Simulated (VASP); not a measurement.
Set up this calculation in VASP 6.6.1, as the native input.

```yaml
Task: relaxation of the atoms
Functional: PBE
Dispersion: D3(BJ)
Potentials_or_basis: VASP PAW PBE potentials, release 64 (F, H, C)
Cutoff: 520 eV
k_mesh: 1 × 1 × 1
Occupations: fermi-dirac, width 0.05 eV
Spin: no spin polarisation
Dipole_correction: no
Further_INCAR_settings: LREAL = Auto; ALGO = Normal; EDIFF = 1e-06; IBRION = 2; EDIFFG = -0.3; NSW = 35
```

The structure of H5CF lies in POSCAR:

```
H5CF
1.0
    7.9602190000      0.0000000000      0.0000000000
    0.0000000000      7.9602190000      0.0000000000
    0.0000000000      0.0000000000      7.9602190000
F H C
4 20 4
Direct
    1.0424194000      0.1196103000      0.0884840000
    0.6347802000      0.6270489000      0.8053615000
    0.9018321000      0.9492435000      0.3663286000
    0.0950105000      0.6588612000      0.6817830000
    0.9436457000      0.1444169000      0.0302404000
    0.6271843000      0.6286829000      0.6882993000
    0.9688548000      0.9026966000      0.4506214000
    0.1942508000      0.6169332000      0.7282299000
    0.2777739000      0.4162935000      1.0155014000
    0.2509544000      0.2020027000      0.9577992000
    0.3678880000      0.3394765000      0.8259018000
    0.1462057000      0.3626351000      0.8429326000
    0.6631036000      0.2304493000      0.3830955000
    0.5827403000      0.0248705000      0.4184299000
    0.4730252000      0.1662734000      0.2845000000
    0.4779039000      0.2022766000      0.5050660000
    0.7454630000      0.0823842000      0.8356851000
    0.5228202000      0.0985741000      0.8474101000
    0.6446722000      0.2755983000      0.7858964000
    0.6506065000      0.2039231000      0.9975490000
    0.6564421000      0.7070737000      0.2746986000
    0.5466901000      0.8196627000      0.1158036000
    0.7351677000      0.7105017000      0.0655099000
    0.7431385000      0.8953380000      0.1909746000
    0.2607055000      0.3301019000      0.9105338000
    0.5491933000      0.1559674000      0.3977728000
    0.6408905000      0.1651199000      0.8666352000
    0.6703596000      0.7831440000      0.1617467000
```

One way to write it, as run:

INCAR

```
SYSTEM = H5CF
PREC = Accurate
ENCUT = 520
EDIFF = 1E-6
ISMEAR = -1
SIGMA = 0.05
LREAL = Auto
LASPH = .TRUE.
NELM = 60
ALGO = Normal
ISIF = 2
LWAVE = .FALSE.
LCHARG = .FALSE.
GGA = PE
IVDW = 12
IBRION = 2
NSW = 35
EDIFFG = -0.3
```

KPOINTS

```
Automatic mesh
0
G
  1 1 1
  0 0 0
```

Potentials or basis: VASP PAW PBE potentials, release 64 (F, H, C).

Command:

```sh
$ cat potpaw_PBE.64/F/POTCAR potpaw_PBE.64/H/POTCAR potpaw_PBE.64/C/POTCAR > POTCAR
$ mpirun -np 1 vasp_gam > vasp.out
```

Results of the run:

```yaml
Energy_gained_by_relaxing: 20.8 meV/atom
Ionic_steps: 29
Pressure_after_relaxing: -0.1 GPa
Largest_force_after_relaxing: 0.286 eV/Å
Dispersion_energy_per_atom: -0.019 eV
```

Caveat: the k points lie up to 0.79 Å⁻¹ apart; the relaxation stopped at a loose force limit of 0.3 eV/Å, so its end isn't a converged minimum.

Run time: 27 min on 1 thread of Intel Xeon 8259CL (shared host), peak memory 0.53 GiB.
